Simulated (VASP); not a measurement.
Wanted: the native input for a VASP 6.6.1 run.

```yaml
Task: relaxation of volume and atoms at fixed shape
Functional: PBEsol
Potentials_or_basis: VASP PAW PBE potentials, release 64 (Si, Ge_d)
Cutoff: 550 eV
k_mesh: 1 × 1 × 1, shifted
Occupations: fermi-dirac, width 0.05 eV
Spin: no spin polarisation
Dipole_correction: no
Further_INCAR_settings: LREAL = Auto; ALGO = Normal; EDIFF = 1e-07; ISYM = -1; IBRION = 2; EDIFFG = -0.03; NSW = 100; ISIF = 8
```

The structure of SiGe3 lies in POSCAR:

```
SiGe3
1.0
   11.2297830000      0.0000000000      0.0000000000
    0.0000000000     11.2297830000      0.0000000000
    0.0000000000      0.0000000000     11.2297830000
Si Ge
16 48
Direct
    0.9941630000      0.0008930000      0.9982470000
    0.4996650000      0.0006970000      0.0017860000
    0.4991450000      0.4990440000      0.0010140000
    0.6208550000      0.6250220000      0.1273470000
    0.2510170000      0.2511480000      0.5026320000
    0.2485570000      0.7508190000      0.9994560000
    0.2466720000      0.7497550000      0.4987830000
    0.7494940000      0.2479520000      0.0023490000
    0.8779540000      0.3738030000      0.1252730000
    0.2503140000      0.9984140000      0.2502050000
    0.2504820000      0.9974720000      0.7504770000
    0.7468210000      0.4981660000      0.2511400000
    0.7501700000      0.4982430000      0.7517250000
    0.3751440000      0.6250940000      0.3732390000
    0.3736320000      0.6244700000      0.8735460000
    0.0004310000      0.2511370000      0.2503850000
    0.9977260000      0.0005960000      0.4997010000
    0.9992810000      0.4974100000      0.9993160000
    0.0017910000      0.5022210000      0.5033140000
    0.5004710000      0.0017930000      0.4974060000
    0.4988890000      0.5010480000      0.4991370000
    0.1245230000      0.1248170000      0.1234170000
    0.1231390000      0.1236420000      0.6251320000
    0.1260850000      0.6248560000      0.1254050000
    0.1223310000      0.6229510000      0.6248550000
    0.6226780000      0.1263770000      0.1282340000
    0.6263690000      0.1256990000      0.6226200000
    0.6249790000      0.6262280000      0.6251370000
    0.2530510000      0.2509650000      0.9988310000
    0.7526580000      0.2500370000      0.4998450000
    0.7528630000      0.7507940000      0.9996960000
    0.7493640000      0.7516130000      0.5009790000
    0.3781760000      0.3751250000      0.1244660000
    0.3757430000      0.3753940000      0.6247740000
    0.3746170000      0.8739560000      0.1268850000
    0.3769760000      0.8729380000      0.6256300000
    0.8752380000      0.3731040000      0.6224590000
    0.8802190000      0.8765830000      0.1263190000
    0.8780850000      0.8752400000      0.6246820000
    0.2510280000      0.4997490000      0.2474670000
    0.2507950000      0.5013850000      0.7519270000
    0.7506180000      0.9990320000      0.2498590000
    0.7532670000      0.0021160000      0.7511810000
    0.3742710000      0.1222090000      0.3724280000
    0.3740670000      0.1267820000      0.8728190000
    0.8733500000      0.1243630000      0.3746180000
    0.8735940000      0.1248790000      0.8743800000
    0.8729740000      0.6226910000      0.3731850000
    0.8760990000      0.6254950000      0.8745000000
    0.9990990000      0.2463120000      0.7500560000
    0.9987420000      0.7486470000      0.2516540000
    0.0029140000      0.7501700000      0.7524800000
    0.4968970000      0.2523430000      0.2476520000
    0.4982180000      0.2494560000      0.7451650000
    0.4992420000      0.7473770000      0.2505370000
    0.4965060000      0.7499960000      0.7494120000
    0.1262310000      0.3749570000      0.3769810000
    0.1235960000      0.3765750000      0.8748940000
    0.1219360000      0.8742510000      0.3752520000
    0.1258460000      0.8751580000      0.8779370000
    0.6256040000      0.3782040000      0.3748630000
    0.6221130000      0.3766480000      0.8771840000
    0.6238910000      0.8745230000      0.3761720000
    0.6227160000      0.8740870000      0.8747580000
```

These files were run (other wordings do the same):

INCAR

```
PREC = Accurate
ENCUT = 550
EDIFF = 1E-7
ISMEAR = -1
SIGMA = 0.05
LREAL = Auto
LASPH = True
NELM = 120
ALGO = Normal
ISIF = 8
LWAVE = False
LCHARG = False
GGA = PS
IBRION = 2
NSW = 100
EDIFFG = -0.03
ISYM = -1
GGA_COMPAT = False
NELMIN = 4
KPAR = 1
```

KPOINTS

```
explicit points
1
Reciprocal
  0.25000000   0.25000000   0.25000000 1
```

Potentials or basis: VASP PAW PBE potentials, release 64 (Si, Ge_d).

Run with:

```sh
$ cat potpaw_PBE.64/Si/POTCAR potpaw_PBE.64/Ge_d/POTCAR > POTCAR
$ mpirun -np 4 vasp_std > vasp.out
```

It gave:

```json
{"Relaxed volume": "22.00 Å³/atom", "Relaxed cell": "a = 11.209 Å, b = 11.209 Å, c = 11.209 Å, α = 90.00°, β = 90.00°, γ = 90.00°", "Space group after relaxing (to 0.1 Å)": "P1 (No. 1)", "Energy gained by relaxing": "13.5 meV/atom", "Ionic steps": "13", "Pressure after relaxing": "0.0 GPa", "Largest force after relaxing": "0.025 eV/Å", "Band gap on the k mesh": "0.84 eV"}
```

Caveat: the PAW data sets were made with another functional, which shifts forces and pressure a little; a shifted mesh leaves out Γ, where band edges can lie.

Run time: 44 min on 4 MPI ranks on Intel(R) Xeon(R) 6975P-C (Granite Rapids), with other jobs on the host, peak memory 0.65 GiB a rank.
